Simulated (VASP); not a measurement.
# Gd (P6_3/mmc) in VASP: notebook

Runs on Gd. Level: PBE+U. Tasks: single point.

Everything below comes from runs of VASP 6.6.1. Logs are shortened: lines on timing, memory, paths and dates and some standing lists are left out, and cuts for length are marked.

## Step 1: The cell of the first run

Symmetry: P6_3/mmc, No. 194, hexagonal system. Conventional cell: a = 3.652 Å, b = 3.652 Å, c = 5.853 Å, α = 90.00°, β = 90.00°, γ = 120.00°. Gd (site symmetry -6m2) has 12 Gd at 3.61 to 3.65 Å within 4.7 Å.

## Step 2: Single point, PBE+U, collinear spin, ferromagnetic start

The input, INCAR:

```
SYSTEM = Gd
PREC     = Accurate       ! precision mode
ENCUT    = 520            ! plane-wave cutoff, eV
EDIFF    = 1E-6           ! SCF threshold, eV
ISMEAR   = 0              ! smearing method
SIGMA    = 0.1            ! smearing width, eV
LREAL    = .FALSE.        ! projectors in reciprocal space
LASPH    = .TRUE.         ! aspherical terms in the spheres
NELM     = 150            ! most SCF steps
ALGO     = Normal         ! electronic algorithm
ISIF     = 2              ! what is computed and relaxed
LWAVE    = .FALSE.        ! write WAVECAR
LCHARG   = .FALSE.        ! write CHGCAR
ISPIN    = 2              ! spin polarisation
MAGMOM   = 8.25 8.25      ! initial moments
LORBIT   = 11             ! projections on sites
LMAXMIX  = 6              ! l up to which the mixer works
LDAU     = .TRUE.         ! DFT+U
LDAUTYPE = 2            
LDAUL    = 3              ! shell
LDAUU    = 6              ! U, eV
LDAUJ    = 0            
LDAUPRINT= 1            
GGA      = PE             ! functional
NBANDS   = 29             ! bands
```

The input, KPOINTS:

```
Automatic mesh
0
G
  5 5 3
  0 0 0
```

The input, POSCAR:

```
Gd
1.0
    3.6515676488      0.0000000000      0.0000000000
   -1.8257838244      3.1623503475      0.0000000000
    0.0000000000      0.0000000000      5.8528464238
Gd
2
Direct
    0.3333333333      0.6666666667      0.7500000000
    0.6666666667      0.3333333333      0.2500000000
```

Potentials or basis: VASP PAW PBE potentials, release 64 (Gd).

Started as:

```console
$ cat potpaw_PBE.64/Gd/POTCAR > POTCAR
$ mpirun -np 1 vasp_std > vasp.out
```

OUTCAR:

```text
SYSTEM = Gd
   PREC = Accurate
   ENCUT = 520
   EDIFF = 1E-6
   ISMEAR = 0
   LREAL = .FALSE.
   LASPH = .TRUE.
   NELM = 150
   ISIF = 2
   ISPIN = 2
   LORBIT = 11
   GGA = PE

 ion  position               nearest neighbor table
   1  0.333  0.667  0.750-
   2  0.667  0.333  0.250-

  LATTYP: Found a hexagonal cell.
 ALAT       =     3.6515676488
 C/A-ratio  =     1.6028311637

  Lattice vectors:

 A1 = (   3.6515676488,   0.0000000000,   0.0000000000)
 A2 = (  -1.8257838244,   3.1623503475,   0.0000000000)
 A3 = (   0.0000000000,   0.0000000000,   5.8528464238)

Analysis of symmetry for initial positions (statically):
=====================================================================
 Subroutine PRICEL returns:
 Original cell was already a primitive cell.

 Routine SETGRP: Setting up the symmetry group for a
 hexagonal supercell.

 Subroutine GETGRP returns: Found 24 space group operations
 (whereof 12 operations were pure point group operations)
 out of a pool of 24 trial point group operations.

The static configuration has the point symmetry D_3d.
 The point group associated with its full space group is D_6h.

Analysis of symmetry for dynamics (positions and initial velocities):
=====================================================================
 Subroutine PRICEL returns:
 Original cell was already a primitive cell.

 Routine SETGRP: Setting up the symmetry group for a
 hexagonal supercell.

 Subroutine GETGRP returns: Found 24 space group operations
 (whereof 12 operations were pure point group operations)
 out of a pool of 24 trial point group operations.

The dynamic configuration has the point symmetry D_3d.
 The point group associated with its full space group is D_6h.

Analysis of structural, dynamic, and magnetic symmetry:
=====================================================================
 Subroutine PRICEL returns:
 Original cell was already a primitive cell.

 Routine SETGRP: Setting up the symmetry group for a
 hexagonal supercell.

 Subroutine GETGRP returns: Found 24 space group operations
 (whereof 12 operations were pure point group operations)
 out of a pool of 24 trial point group operations.

The overall configuration has the point symmetry D_3d.
 The point group associated with its full space group is D_6h.

 Subroutine INISYM returns: Found 24 space group operations
 (whereof 12 operations are pure point group operations),
 and found     1 'primitive' translations

----------------------------------------------------------------------------------------

                                     Primitive cell
[... 158 lines left out ...]
  o =  0.9907  v =  1.0000 -0.0000  0.0000 -0.0000  0.0000  0.0000  0.0000  0.0000  0.0000  0.0000  0.0000  0.0000  0.0000  0.0000      0.0000  0.0000  0.0000  0.0000  0.0000  0.0000  0.0000  0.0000  0.0000  0.0000  0.0000  0.0000  0.0000  0.0000

atom =   2  type =  1  l = 3

 onsite density matrix

spin component  1

  0.9907  0.0000  0.0000 -0.0000  0.0000  0.0000  0.0000
  0.0000  0.9902  0.0000  0.0000  0.0000 -0.0000 -0.0000
  0.0000  0.0000  0.9898 -0.0000 -0.0000  0.0000 -0.0000
 -0.0000  0.0000 -0.0000  0.9906 -0.0000  0.0000  0.0000
  0.0000  0.0000 -0.0000 -0.0000  0.9898 -0.0000  0.0000
  0.0000 -0.0000  0.0000  0.0000 -0.0000  0.9902 -0.0000
  0.0000 -0.0000 -0.0000  0.0000  0.0000 -0.0000  0.9897

spin component  2

  0.0004 -0.0000  0.0000  0.0000  0.0000 -0.0000 -0.0000
 -0.0000  0.0008  0.0000  0.0000 -0.0000 -0.0000  0.0000
  0.0000  0.0000  0.0005  0.0000 -0.0000 -0.0000 -0.0000
  0.0000  0.0000  0.0000  0.0004 -0.0000  0.0000 -0.0000
  0.0000 -0.0000 -0.0000 -0.0000  0.0005  0.0000  0.0000
 -0.0000 -0.0000 -0.0000  0.0000  0.0000  0.0008  0.0000
 -0.0000  0.0000 -0.0000 -0.0000  0.0000  0.0000  0.0004

 occupancies and eigenvectors

  o =  0.0004  v =  0.0000  0.0000  0.0000  0.0000  0.0000  0.0000  0.0000 -0.0000 -0.0000 -0.0000  1.0000  0.0000 -0.0000 -0.0000      0.0000  0.0000  0.0000  0.0000  0.0000  0.0000  0.0000  0.0000  0.0000  0.0000  0.0000  0.0000  0.0000  0.0000
  o =  0.0004  v =  0.0000  0.0000  0.0000  0.0000  0.0000  0.0000  0.0000  0.0000 -0.0000  0.0000  0.0000 -0.0000  0.0000  1.0000      0.0000  0.0000  0.0000  0.0000  0.0000  0.0000  0.0000  0.0000  0.0000  0.0000  0.0000  0.0000  0.0000  0.0000
  o =  0.0004  v =  0.0000  0.0000  0.0000  0.0000  0.0000  0.0000  0.0000  1.0000  0.0000 -0.0000  0.0000 -0.0000  0.0000 -0.0000      0.0000  0.0000  0.0000  0.0000  0.0000  0.0000  0.0000  0.0000  0.0000  0.0000  0.0000  0.0000  0.0000  0.0000
  o =  0.0005  v =  0.0000  0.0000  0.0000  0.0000  0.0000  0.0000  0.0000  0.0000 -0.0000  0.0007  0.0000  1.0000  0.0000  0.0000      0.0000  0.0000  0.0000  0.0000  0.0000  0.0000  0.0000  0.0000  0.0000  0.0000  0.0000  0.0000  0.0000  0.0000
  o =  0.0005  v =  0.0000  0.0000  0.0000  0.0000  0.0000  0.0000  0.0000  0.0000  0.0000  1.0000  0.0000 -0.0007  0.0000 -0.0000      0.0000  0.0000  0.0000  0.0000  0.0000  0.0000  0.0000  0.0000  0.0000  0.0000  0.0000  0.0000  0.0000  0.0000
  o =  0.0008  v =  0.0000  0.0000  0.0000  0.0000  0.0000  0.0000  0.0000  0.0000 -1.0000  0.0000 -0.0000 -0.0000 -0.0023  0.0000      0.0000  0.0000  0.0000  0.0000  0.0000  0.0000  0.0000  0.0000  0.0000  0.0000  0.0000  0.0000  0.0000  0.0000
  o =  0.0008  v =  0.0000  0.0000  0.0000  0.0000  0.0000  0.0000  0.0000 -0.0000 -0.0023 -0.0000  0.0000 -0.0000  1.0000  0.0000      0.0000  0.0000  0.0000  0.0000  0.0000  0.0000  0.0000  0.0000  0.0000  0.0000  0.0000  0.0000  0.0000  0.0000
  o =  0.9897  v =  0.0000 -0.0000  0.0000  0.0000  0.0000 -0.0000 -1.0000  0.0000  0.0000  0.0000  0.0000  0.0000  0.0000  0.0000      0.0000  0.0000  0.0000  0.0000  0.0000  0.0000  0.0000  0.0000  0.0000  0.0000  0.0000  0.0000  0.0000  0.0000
  o =  0.9898  v =  0.0000 -0.0000 -0.0000 -0.0000 -1.0000  0.0000 -0.0000  0.0000  0.0000  0.0000  0.0000  0.0000  0.0000  0.0000      0.0000  0.0000  0.0000  0.0000  0.0000  0.0000  0.0000  0.0000  0.0000  0.0000  0.0000  0.0000  0.0000  0.0000
  o =  0.9898  v = -0.0000 -0.0000  1.0000 -0.0000 -0.0000 -0.0000  0.0000  0.0000  0.0000  0.0000  0.0000  0.0000  0.0000  0.0000      0.0000  0.0000  0.0000  0.0000  0.0000  0.0000  0.0000  0.0000  0.0000  0.0000  0.0000  0.0000  0.0000  0.0000
  o =  0.9902  v =  0.0000 -0.0139 -0.0000  0.0000 -0.0000 -0.9999  0.0000  0.0000  0.0000  0.0000  0.0000  0.0000  0.0000  0.0000      0.0000  0.0000  0.0000  0.0000  0.0000  0.0000  0.0000  0.0000  0.0000  0.0000  0.0000  0.0000  0.0000  0.0000
  o =  0.9902  v = -0.0000  0.9999  0.0000  0.0000 -0.0000 -0.0139 -0.0000  0.0000  0.0000  0.0000  0.0000  0.0000  0.0000  0.0000      0.0000  0.0000  0.0000  0.0000  0.0000  0.0000  0.0000  0.0000  0.0000  0.0000  0.0000  0.0000  0.0000  0.0000
  o =  0.9906  v =  0.0000 -0.0000  0.0000  1.0000 -0.0000  0.0000  0.0000  0.0000  0.0000  0.0000  0.0000  0.0000  0.0000  0.0000      0.0000  0.0000  0.0000  0.0000  0.0000  0.0000  0.0000  0.0000  0.0000  0.0000  0.0000  0.0000  0.0000  0.0000
  o =  0.9907  v =  1.0000  0.0000  0.0000 -0.0000  0.0000  0.0000  0.0000  0.0000  0.0000  0.0000  0.0000  0.0000  0.0000  0.0000      0.0000  0.0000  0.0000  0.0000  0.0000  0.0000  0.0000  0.0000  0.0000  0.0000  0.0000  0.0000  0.0000  0.0000

 number of electron      36.0000010 magnetization      15.6579988

 Free energy of the ion-electron system (eV)
  ---------------------------------------------------
  ext. energy  EPLUGINS =         0.00000000
  ---------------------------------------------------
  free energy    TOTEN  =       -22.86063180 eV

  energy without entropy =      -22.84926746  energy(sigma->0) =      -22.85494963

 E-fermi :   3.0754     XC(G=0):  -9.8834

 val. band max:        3.0464959743   @ k =   0.2000   0.0000   0.0000
 cond. band min:       3.0918454634   @ k =   0.4000   0.2000   0.3333
 fundamental gap:      0.0453494891
 Fermi energy:         3.0753540450

 spin component 1

 k-point     1 :       0.0000    0.0000    0.0000
  band No.  band energies     occupation
      1     -42.6440      1.00000
      2     -42.5838      1.00000
      3     -20.3085      1.00000
      4     -19.7520      1.00000
      5     -19.7520      1.00000
      6     -19.6575      1.00000
[... 309 lines left out ...]
     28       3.4607      0.00000
     29       4.8761      0.00000
 Fermi energy:         3.0753540450

 spin component 2

 k-point     1 :       0.0000    0.0000    0.0000
  band No.  band energies     occupation
      1     -39.3398      1.00000
      2     -39.2637      1.00000
      3     -18.0086      1.00000
      4     -17.3185      1.00000
      5     -17.3185      1.00000
      6     -17.2066      1.00000
[... 309 lines left out ...]
     28       6.3535      0.00000
     29       6.6615      0.00000

------------------------ aborting loop because EDIFF is reached ----------------------------------------

  FORCE on cell =-STRESS in cart. coord.  units (eV):
  Direction    XX          YY          ZZ          XY          YZ          ZX
  --------------------------------------------------------------------------------------
  -------------------------------------------------------------------------------------
  Total        0.0566749      0.0566749      0.1785943      0.0000000      0.0000000     -0.0000000
  in kB        1.3435218      1.3435218      4.2337151      0.0000000      0.0000000     -0.0000000
  external PRESSURE =       2.3069196 kB  Pullay stress =       0.0000000 kB

 VOLUME and BASIS-vectors are now :
 -----------------------------------------------------------------------------
  energy-cutoff  :      520.00
  volume of cell :       67.59
      direct lattice vectors                 reciprocal lattice vectors
     3.651567649  0.000000000  0.000000000     0.273854984  0.158110249  0.000000000
    -1.825783824  3.162350347  0.000000000     0.000000000  0.316220497  0.000000000
     0.000000000  0.000000000  5.852846424     0.000000000  0.000000000  0.170857037

 POSITION                                       TOTAL-FORCE (eV/Angst)
 -----------------------------------------------------------------------------------
     -0.00000      2.10823      4.38963        -0.000000      0.000000      0.000000
      1.82578      1.05412      1.46321         0.000000      0.000000      0.000000
 -----------------------------------------------------------------------------------
    total drift:                                0.000000     -0.000000      0.000000

  FREE ENERGIE OF THE ION-ELECTRON SYSTEM (eV)
  ---------------------------------------------------
  free  energy   TOTEN  =       -22.8606318040 eV

  energy  without entropy=      -22.8492674604  energy(sigma->0) =      -22.85494963

 total charge

# of ion       s       p       d       f       tot
--------------------------------------------------
    1        2.074   5.575   0.586   6.930  15.165
    2        2.074   5.575   0.586   6.930  15.165
--------------------------------------------------
tot          4.148  11.150   1.172  13.859  30.329

 magnetization (x)

# of ion       s       p       d       f       tot
--------------------------------------------------
    1        0.004  -0.054   0.250   6.922   7.122
    2        0.004  -0.054   0.250   6.922   7.122
--------------------------------------------------
tot          0.007  -0.108   0.500  13.844  14.243
```

Run time: 2.6 min. Hardware: 1 thread of Intel Xeon 8259CL, shared host; peak memory 0.23 GiB.

What came out:

```yaml
Free_energy: -22.8606 eV
Pressure: 0.2 GPa
Net_moment: 15.66 μB per cell
Site_moments: Gd +7.12 μB
Valence_electrons_inside_the_program's_atomic_spheres: Gd 15.16
```

Eigenvalues of the final occupation matrices:
```tsv
site	spin	trace	eigenvalues
site 1 f	1	6.93	0.99 0.99 0.99 0.99 0.99 0.99 0.99
site 1 f	2	0.00	0.00 0.00 0.00 0.00 0.00 0.00 0.00
site 2 f	1	6.93	0.99 0.99 0.99 0.99 0.99 0.99 0.99
site 2 f	2	0.00	0.00 0.00 0.00 0.00 0.00 0.00 0.00
```

Caveat: the k points lie up to 0.40 Å⁻¹ apart; spin-orbit coupling is left out, which moves the levels of the heavy elements. The state reached can hang on the start; a lower one may exist.

## Step 3: Single point, PBE+U, collinear spin, ferromagnetic start

The input, INCAR:

```
PREC = Accurate
ENCUT = 520
EDIFF = 1E-6
ISMEAR = 0
SIGMA = 0.1
LREAL = False
LASPH = True
NELM = 150
ALGO = Normal
ISIF = 2
LWAVE = False
LCHARG = False
ISPIN = 2
MAGMOM = 8.25 8.25
LORBIT = 11
LMAXMIX = 6
LDAU = True
LDAUTYPE = 2
LDAUL = 3
LDAUU = 6
LDAUJ = 0
LDAUPRINT = 1
GGA = PE
NBANDS = 29
```

The input, KPOINTS:

```
regular mesh
0
Gamma
  9 9 5
```

POSCAR is that of step 2.

Potentials or basis: VASP PAW PBE potentials, release 64 (Gd).

Started as:

```console
$ cat potpaw_PBE.64/Gd/POTCAR > POTCAR
$ mpirun -np 1 vasp_std > vasp.out
```

Wall time 6.5 min (1 thread of Intel Xeon 8259CL, shared host); peak memory 0.29 GiB.

The run converged. Its results:

- Free energy: -22.8383 eV
- Pressure: 0.1 GPa
- Net moment: 15.59 μB per cell
- Site moments: Gd +7.11 μB
- Valence electrons inside the program's atomic spheres: Gd 15.16

Stress tensor (GPa, compression positive):
```
0.10 0.00 0.00
0.00 0.10 0.00
0.00 0.00 0.17
```

Levels at points of the mesh, in eV from the Fermi level:
Spin up:
| k point | band 22 | band 23 | band 24 | band 25 | band 26 | band 27 | band 28 | band 29 |
| --- | --- | --- | --- | --- | --- | --- | --- | --- |
| (0.00, 0.00, 0.00) | -8.08 | -5.16 | -2.60 | 0.78 | 1.19 | 1.19 | 1.28 | 1.77 |
Spin down:
| k point | band 7 | band 8 | band 9 | band 10 | band 11 | band 12 | band 13 | band 14 |
| --- | --- | --- | --- | --- | --- | --- | --- | --- |
| (0.00, 0.00, 0.00) | -20.16 | -20.16 | -4.22 | -1.48 | 1.65 | 2.21 | 2.21 | 2.28 |

Eigenvalues of the final occupation matrices:
```
    site  spin  trace                         eigenvalues
site 1 f     1   6.93  0.99 0.99 0.99 0.99 0.99 0.99 0.99
site 1 f     2   0.00  0.00 0.00 0.00 0.00 0.00 0.00 0.00
site 2 f     1   6.93  0.99 0.99 0.99 0.99 0.99 0.99 0.99
site 2 f     2   0.00  0.00 0.00 0.00 0.00 0.00 0.00 0.00
```

Caveat: spin-orbit coupling is left out, which moves the levels of the heavy elements.
